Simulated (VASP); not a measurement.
## Zr (a cell with a defect): single point with PBE

Crystal: Zr (a cell with a defect).

```
Zr
1.0
     3.22265    5.58179    0.00000
    -3.22265    5.58179    0.00000
     0.00000    0.00000   10.26421
Zr
15
Direct
  0.16148 0.17767 0.12502
  0.32969 0.35958 0.37009
  0.33382 0.32199 0.86991
  0.15995 0.68301 0.12853
  0.20901 0.08253 0.56905
  0.17649 0.63096 0.62606
  0.33953 0.82153 0.86833
  0.65661 0.18738 0.12205
  0.81143 0.35955 0.37008
  0.68098 0.13864 0.62362
  0.84477 0.32199 0.86991
  0.65759 0.68302 0.12856
  0.81434 0.87196 0.37864
  0.69309 0.63095 0.62606
  0.84124 0.81804 0.88040
```

- Program: VASP 6.6.1
- Task: single point
- Functional: PBE
- Potentials or basis: VASP PAW PBE potentials, release 64 (Zr_sv)
- Cutoff: 520 eV
- k mesh: 3 × 3 × 2
- Occupations: gaussian, width 0.1 eV
- Spin: no spin polarisation

| Item | Value |
| --- | --- |
| Pressure | -1.9 GPa |
| Largest force | 0.526 eV/Å |
| Band gap on the k mesh | zero (band 90 reaches 8.70 eV, above the bottom of band 91 at 7.95 eV) |

Forces in eV/Å, atoms in the order of the input:
```
Zr   0.022 -0.013 -0.021
Zr   0.074 -0.009 -0.027
Zr   0.035 -0.038 -0.049
Zr   0.005 -0.020 -0.001
Zr  -0.217  0.126  0.462
Zr   0.005  0.012 -0.075
Zr  -0.022  0.013 -0.061
Zr  -0.001  0.002 -0.014
Zr   0.045 -0.060 -0.027
Zr  -0.082  0.048  0.026
Zr   0.051 -0.011 -0.049
Zr   0.020  0.006 -0.001
Zr   0.081 -0.047 -0.047
Zr  -0.008 -0.010 -0.075
Zr  -0.006  0.004 -0.041
```

Stress tensor (GPa, compression positive):
```
-1.71 -0.35  0.72
-0.35 -2.11 -0.41
 0.72 -0.41 -1.93
```

Levels at points of the mesh, in eV from the Fermi level:
```tsv
k point	band 86	band 87	band 88	band 89	band 90	band 91	band 92	band 93
(0.00, 0.00, 0.00)	-0.21	0.06	0.18	0.27	0.39	0.47	0.59	0.79
(0.00, 0.00, 0.50)	-0.59	-0.39	-0.20	0.28	0.48	0.67	0.71	0.76
```

Run time: 9 min on 1 thread of Intel(R) Xeon(R) 6975P-C (Granite Rapids), on a shared host, peak memory 0.54 GiB.

Caveat: the k points lie up to 0.38 Å⁻¹ apart.
